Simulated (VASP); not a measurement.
# EuSb (P-6m2) in VASP: further runs

The runs below take EuSb through single point, with PBE.

Program: VASP 6.6.1. These are calculated values, not measurements. Logs are shortened: lines on timing, memory, paths and dates and some standing lists are left out, and cuts for length are marked.

### 1 The cell of the first run

Symmetry: P-6m2, No. 187, hexagonal system. The conventional cell has a = 4.216 Å, b = 4.216 Å, c = 4.406 Å, α = 90.00°, β = 90.00°, γ = 120.00°. Within 4.3 Å of Eu (site symmetry -6m2) lie 6 Sb at 3.28 Å and 6 Eu at 4.22 Å. Sb (site symmetry -6m2) has 6 Eu at 3.28 Å and 6 Sb at 4.22 Å within 4.3 Å.

### 2 Single point, PBE, collinear spin, ferromagnetic start

File INCAR:

```
PREC = Accurate
ENCUT = 520
EDIFF = 1E-7
ISMEAR = 0
SIGMA = 0.05
LREAL = False
LASPH = True
NELM = 150
ALGO = Normal
ISIF = 2
LWAVE = False
LCHARG = False
ISPIN = 2
MAGMOM = 7.36 0
LORBIT = 11
LMAXMIX = 6
GGA = PE
NBANDS = 22
```

File KPOINTS:

```
Automatic mesh
0
Gamma
  10 10 8
```

File POSCAR:

```
EuSb
1.0
    4.2160831551      0.0000000000      0.0000000000
   -2.1080415775      3.6512351168      0.0000000000
    0.0000000000      0.0000000000      4.4062680008
Eu Sb
1 1
Direct
    0.0000000000      0.0000000000      0.0000000000
    0.6666666667      0.3333333333      0.5000000000
```

Potentials or basis: VASP PAW PBE potentials, release 64 (Eu, Sb).

The run is started by

```sh
$ cat potpaw_PBE.64/Eu/POTCAR potpaw_PBE.64/Sb/POTCAR > POTCAR
$ mpirun -np 1 vasp_std > vasp.out
```

OUTCAR:

```text
PREC = Accurate
   ENCUT = 520
   EDIFF = 1E-7
   ISMEAR = 0
   LREAL = False
   LASPH = True
   NELM = 150
   ISIF = 2
   ISPIN = 2
   LORBIT = 11
   GGA = PE

 ion  position               nearest neighbor table
   1  0.000  0.000  0.000-   2 3.28   2 3.28   2 3.28   2 3.28   2 3.28   2 3.28
   2  0.667  0.333  0.500-   1 3.28   1 3.28   1 3.28   1 3.28   1 3.28   1 3.28

  LATTYP: Found a hexagonal cell.
 ALAT       =     4.2160831551
 C/A-ratio  =     1.0451093678

  Lattice vectors:

 A1 = (   4.2160831551,   0.0000000000,   0.0000000000)
 A2 = (  -2.1080415775,   3.6512351168,   0.0000000000)
 A3 = (   0.0000000000,   0.0000000000,   4.4062680008)

Analysis of symmetry for initial positions (statically):
=====================================================================
 Subroutine PRICEL returns:
 Original cell was already a primitive cell.

 Routine SETGRP: Setting up the symmetry group for a
 hexagonal supercell.

 Subroutine GETGRP returns: Found 12 space group operations
 (whereof 12 operations were pure point group operations)
 out of a pool of 24 trial point group operations.

The static configuration has the point symmetry D_3h.

Analysis of symmetry for dynamics (positions and initial velocities):
=====================================================================
 Subroutine PRICEL returns:
 Original cell was already a primitive cell.

 Routine SETGRP: Setting up the symmetry group for a
 hexagonal supercell.

 Subroutine GETGRP returns: Found 12 space group operations
 (whereof 12 operations were pure point group operations)
 out of a pool of 24 trial point group operations.

The dynamic configuration has the point symmetry D_3h.

Analysis of structural, dynamic, and magnetic symmetry:
=====================================================================
 Subroutine PRICEL returns:
 Original cell was already a primitive cell.

 Routine SETGRP: Setting up the symmetry group for a
 hexagonal supercell.

 Subroutine GETGRP returns: Found 12 space group operations
 (whereof 12 operations were pure point group operations)
 out of a pool of 24 trial point group operations.

The overall configuration has the point symmetry D_3h.

 Subroutine INISYM returns: Found 12 space group operations
 (whereof 12 operations are pure point group operations),
 and found     1 'primitive' translations

----------------------------------------------------------------------------------------

                                     Primitive cell

  volume of cell :      67.8297

  direct lattice vectors                    reciprocal lattice vectors
     4.216083155  0.000000000  0.000000000     0.237186973  0.136939963  0.000000000
    -2.108041577  3.651235117  0.000000000     0.000000000  0.273879925  0.000000000
     0.000000000  0.000000000  4.406268001     0.000000000  0.000000000  0.226949427

  length of vectors
     4.216083155  4.216083155  4.406268001     0.273879925  0.273879925  0.226949427

  position of ions in fractional coordinates (direct lattice)
     0.000000000  0.000000000  0.000000000
     0.666666667  0.333333333  0.500000000

  ion indices of the primitive-cell ions
   primitive index   ion index
                 1           1
                 2           2

----------------------------------------------------------------------------------------

 KPOINTS: Automatic mesh

Automatic generation of k-mesh.
 Grid dimensions read from file:
 generate k-points for:   10   10    8

 Generating k-lattice:

  Cartesian coordinates                     Fractional coordinates (reciprocal lattice)
     0.023718697  0.013693996  0.000000000     0.100000000 -0.000000000  0.000000000
     0.000000000  0.027387993  0.000000000     0.000000000  0.100000000  0.000000000
     0.000000000  0.000000000  0.028368678     0.000000000  0.000000000  0.125000000

  Length of vectors
     0.027387993  0.027387993  0.028368678

  Shift w.r.t. Gamma in fractional coordinates (k-lattice)
     0.000000000  0.000000000  0.000000000

 Subroutine IBZKPT returns following result:
 ===========================================

 Found     70 irreducible k-points:

 Following reciprocal coordinates:
            Coordinates               Weight
  0.000000  0.000000  0.000000      1.000000
  0.100000  0.000000  0.000000      6.000000
  0.200000  0.000000  0.000000      6.000000
  0.300000  0.000000  0.000000      6.000000
  0.400000  0.000000  0.000000      6.000000
  0.500000  0.000000  0.000000      3.000000
[... 16 lines left out ...]
  0.300000  0.100000  0.125000     24.000000
  0.400000  0.100000  0.125000     24.000000
 [... further k-points ...]
   k-points           NKPTS =     70   k-points in BZ     NKDIM =     70   number of bands    NBANDS=     22
   number of dos      NEDOS =    301   number of ions     NIONS =      2
   total plane-waves  NPLWV =  36864
   dimension x,y,z NGX =    32 NGY =   32 NGZ =   36
   dimension x,y,z NGXF=    64 NGYF=   64 NGZF=   72
   ions per type =               1   1
   NGX,Y,Z   is equivalent  to a cutoff of  12.62, 12.62, 13.58 a.u.
   NGXF,Y,Z  is equivalent  to a cutoff of  25.24, 25.24, 27.17 a.u.
 SYSTEM =  unknown system
   PREC   = accura    normal or accurate (medium, high low for compatibility)
   ISTART =      0    job   : 0-new  1-cont  2-samecut
   ICHARG =      2    charge: 1-file 2-atom 10-const
   ISPIN  =      2    spin polarized calculation?
   LNONCOLLINEAR =      F non collinear calculations
   LSORBIT =      F    spin-orbit coupling
   LASPH  =      T    aspherical Exc in radial PAW
   ENCUT  =  520.0 eV  38.22 Ry    6.18 a.u.   7.84  7.84  8.19*2*pi/ulx,y,z
   NELM   =    150;   NELMIN=  2; NELMDL= -5     # of ELM steps
   EDIFF  = 0.1E-06   stopping-criterion for ELM
   LREAL  =      F    real-space projection
   EDIFFG = 0.1E-05   stopping-criterion for IOM
   NSW    =      0    number of steps for IOM
   IBRION =     -1    ionic relax: 0-MD 1-quasi-New 2-CG
   NFREE  =      0    steps in history (QN), initial steepest desc. (CG)
   ISIF   =      2    stress and relaxation
   ISYM   =      2    0-nonsym 1-usesym 2-fastsym
   POTIM  = 0.5000    time-step for ionic-motion
   TEBEG  =    0.0;   TEEND  =   0.0 temperature during run
   PSTRESS=    0.0 pullay stress
   NELECT =      22.0000    total number of electrons
   NUPDOWN=      -1.0000    fix difference up-down
   EMIN   =  10.00;   EMAX   =-10.00  energy-range for DOS
   EFERMI =   0.00;   METHOD = LEGACY
   ISMEAR =     0;   SIGMA  =   0.05  broadening in eV -4-tet -1-fermi 0-gaus
   EFERMI_NEDOS =   21; number of points for ismear=-14 and -15
   IALGO  =     38    algorithm
   IMIX   =      4    mixing-type and parameters
     AMIX     =   0.40;   BMIX     =  1.00
     AMIX_MAG =   1.60;   BMIX_MAG =  1.00
  volume/ion in A,a.u.               =      33.91       228.87
  Fermi-wavevector in a.u.,A,eV,Ry     =   1.124801  2.125566 17.213788  1.265178
  Thomas-Fermi vector in A             =   2.261475
   LORBIT       =     11    0 simple, 1 ext, 2 COOP (PROOUT), +10 PAW based schemes
   GGA     = PE    functional components
   LHFCALC =     F    Hartree Fock is set to
   AEXX    =    0.0000 exact exchange contribution
   IVDW    =     0    specifies the selected vdW correction
   LEPSILON=     F    determine dielectric tensor
   LRPA    =     F    only Hartree local field effects (RPA)
 spin polarized calculation
 Gauss-broadening in eV      SIGMA  =   0.05
  energy-cutoff  :      520.00
  volume of cell :       67.83
 maximum number of plane-waves:      1850
 NGX is ok and might be reduce to    32
   NGX = 15   NGY = 15   NGZ = 17

 number of electron      22.0000004 magnetization       6.6981260

 Free energy of the ion-electron system (eV)
  ---------------------------------------------------
  ext. energy  EPLUGINS =         0.00000000
  ---------------------------------------------------
  free energy    TOTEN  =       -17.11654995 eV

  energy without entropy =      -17.11355931  energy(sigma->0) =      -17.11505463

 E-fermi :   3.9037     XC(G=0):  -9.3268

 val. band max:        3.8993977537   @ k =   0.3000   0.0000   0.0000
 cond. band min:       3.9074028559   @ k =   0.3000   0.1000   0.2500
 fundamental gap:      0.0080051022
 Fermi energy:         3.9037037718

 spin component 1

 k-point     1 :       0.0000    0.0000    0.0000
  band No.  band energies     occupation
      1     -37.3663      1.00000
      2     -16.0523      1.00000
      3     -16.0523      1.00000
      4     -16.0225      1.00000
      5      -5.3308      1.00000
      6       3.2297      1.00000
[... 14 lines left out ...]
     21       8.3925      0.00000
     22      10.9509      0.00000
[... 552 lines left out ...]
  band No.  band energies     occupation
      1     -37.3583      1.00000
      2     -16.2205      1.00000
      3     -16.1019      1.00000
      4     -16.0050      1.00000
      5      -4.1529      1.00000
      6       0.8877      1.00000
[... 14 lines left out ...]
     21       9.9105      0.00000
     22      10.9981      0.00000

 [... further k-points ...]

 spin component 2

 k-point     1 :       0.0000    0.0000    0.0000
  band No.  band energies     occupation
      1     -34.3342      1.00000
      2     -13.8597      1.00000
      3     -13.8512      1.00000
      4     -13.8512      1.00000
      5      -5.3316      1.00000
      6       3.8727      0.80975
[... 14 lines left out ...]
     21       9.2831      0.00000
     22      11.4569      0.00000
[... 552 lines left out ...]
  band No.  band energies     occupation
      1     -34.3231      1.00000
      2     -14.0827      1.00000
      3     -13.9172      1.00000
      4     -13.8339      1.00000
      5      -4.1502      1.00000
      6       1.0339      1.00000
[... 14 lines left out ...]
     21      10.7074      0.00000
     22      11.5650      0.00000

 [... further k-points ...]
[... 5 lines left out ...]
  --------------------------------------------------------------------------------------
  -------------------------------------------------------------------------------------
  Total       -0.0479503     -0.0479503     -0.0815384     -0.0000000      0.0000000      0.0000000
  in kB       -1.1326131     -1.1326131     -1.9259858     -0.0000000      0.0000000      0.0000000
  external PRESSURE =      -1.3970707 kB  Pullay stress =       0.0000000 kB

 VOLUME and BASIS-vectors are now :
 -----------------------------------------------------------------------------
  energy-cutoff  :      520.00
  volume of cell :       67.83
      direct lattice vectors                 reciprocal lattice vectors
     4.216083155  0.000000000  0.000000000     0.237186973  0.136939963  0.000000000
    -2.108041577  3.651235117  0.000000000     0.000000000  0.273879925  0.000000000
     0.000000000  0.000000000  4.406268001     0.000000000  0.000000000  0.226949427

 POSITION                                       TOTAL-FORCE (eV/Angst)
 -----------------------------------------------------------------------------------
      0.00000      0.00000      0.00000         0.000000      0.000000      0.000000
      2.10804      1.21708      2.20313        -0.000000      0.000000      0.000000
 -----------------------------------------------------------------------------------
    total drift:                               -0.000000      0.000000     -0.000000

  FREE ENERGIE OF THE ION-ELECTRON SYSTEM (eV)
  ---------------------------------------------------
  free  energy   TOTEN  =       -17.1165499510 eV

  energy  without entropy=      -17.1135593063  energy(sigma->0) =      -17.11505463

 total charge

# of ion       s       p       d       f       tot
--------------------------------------------------
    1        2.043   5.738   0.344   6.573  14.699
    2        1.145   1.323   0.010   0.000   2.478
--------------------------------------------------
tot          3.188   7.061   0.354   6.573  17.177

 magnetization (x)

# of ion       s       p       d       f       tot
--------------------------------------------------
    1       -0.010  -0.113   0.063   6.546   6.486
    2       -0.006  -0.059   0.002   0.000  -0.064
--------------------------------------------------
tot         -0.017  -0.172   0.065   6.546   6.422
```

Run time: 3.7 min. Hardware: 1 thread of Intel Xeon Platinum 8488C (Sapphire Rapids), shared host; peak memory 0.35 GiB.

Results:

| Quantity | Value |
| --- | --- |
| Free energy | -17.1165 eV |
| Pressure | -0.1 GPa |
| Net moment | 6.70 μB per cell |
| Site moments | Eu +6.49; Sb -0.06 μB |
| Valence electrons inside the program's atomic spheres | Eu 14.70; Sb 2.48 |

Stress tensor (GPa, compression positive):
```
-0.11  0.00  0.00
 0.00 -0.11  0.00
 0.00  0.00 -0.19
```

Caveat: spin-orbit coupling is left out, which moves the levels of the heavy elements; a cell with one magnetic atom can't hold antiferromagnetic order, which such compounds often take; without U or exact exchange the open f shell lies at the Fermi level, which spoils levels, moments and volumes.

### 3 Single point, PBE, collinear spin, ferromagnetic start

File INCAR:

```
SYSTEM = EuSb
PREC = Accurate ; ENCUT = 520
EDIFF = 1E-7 ; ISMEAR = 0
SIGMA = 0.05 ; LREAL = .False.
LASPH = .True. ; NELM = 150
ALGO = Normal ; ISIF = 2
LWAVE = .False. ; LCHARG = .False.
ISPIN = 2 ; MAGMOM = 0.5 0
LORBIT = 11 ; LMAXMIX = 6
GGA = PE ; NBANDS = 22
```

File KPOINTS:

```
Automatic mesh
0
Gamma
  10 10 8
  0 0 0
```

POSCAR is that of step 2.

Potentials or basis: VASP PAW PBE potentials, release 64 (Eu, Sb).

The run is started by

```sh
$ cat potpaw_PBE.64/Eu/POTCAR potpaw_PBE.64/Sb/POTCAR > POTCAR
$ mpirun -np 1 vasp_std > vasp.out
```

Wall time 4.8 min (1 thread of Intel Xeon Platinum 8488C (Sapphire Rapids), shared host); peak memory 0.35 GiB.

Results (log left out):

| Quantity | Value |
| --- | --- |
| Free energy | -17.1165 eV |
| Pressure | -0.1 GPa |
| Net moment | 6.70 μB per cell |
| Site moments | Eu +6.49; Sb -0.06 μB |
| Valence electrons inside the program's atomic spheres | Eu 14.70; Sb 2.48 |

Stress tensor (GPa, compression positive):
```
-0.12  0.00  0.00
 0.00 -0.12  0.00
 0.00  0.00 -0.20
```

Levels at points of the mesh, in eV from the Fermi level:
Spin up:
| k point | band 11 | band 12 | band 13 | band 14 | band 15 | band 16 | band 17 | band 18 |
| --- | --- | --- | --- | --- | --- | --- | --- | --- |
| (0.00, 0.00, 0.00) | -0.31 | -0.22 | 0.01 | 0.20 | 0.20 | 0.41 | 3.34 | 3.75 |
| (0.50, 0.00, 0.00) | -0.27 | -0.27 | -0.27 | -0.14 | 0.53 | 0.68 | 3.25 | 4.30 |
| (0.00, 0.00, 0.50) | -0.26 | -0.26 | -0.22 | 0.85 | 0.85 | 2.12 | 2.12 | 3.53 |
| (0.50, 0.00, 0.50) | -0.31 | -0.27 | -0.26 | -0.25 | -0.22 | 0.96 | 4.12 | 4.31 |
Spin down:
| k point | band 5 | band 6 | band 7 | band 8 | band 9 | band 10 | band 11 | band 12 |
| --- | --- | --- | --- | --- | --- | --- | --- | --- |
| (0.00, 0.00, 0.00) | -9.24 | -0.03 | 0.29 | 0.29 | 0.57 | 3.23 | 4.09 | 4.09 |
| (0.50, 0.00, 0.00) | -8.06 | -3.09 | -0.71 | 0.28 | 1.07 | 3.88 | 4.01 | 4.01 |
| (0.00, 0.00, 0.50) | -8.29 | -3.59 | 0.69 | 0.69 | 2.87 | 2.87 | 3.86 | 3.95 |
| (0.50, 0.00, 0.50) | -8.01 | -2.11 | -2.06 | -0.57 | 1.52 | 3.75 | 4.27 | 4.37 |

Caveat: spin-orbit coupling is left out, which moves the levels of the heavy elements; a cell with one magnetic atom can't hold antiferromagnetic order, which such compounds often take; without U or exact exchange the open f shell lies at the Fermi level, which spoils levels, moments and volumes. The state reached can hang on the start; a lower one may exist.
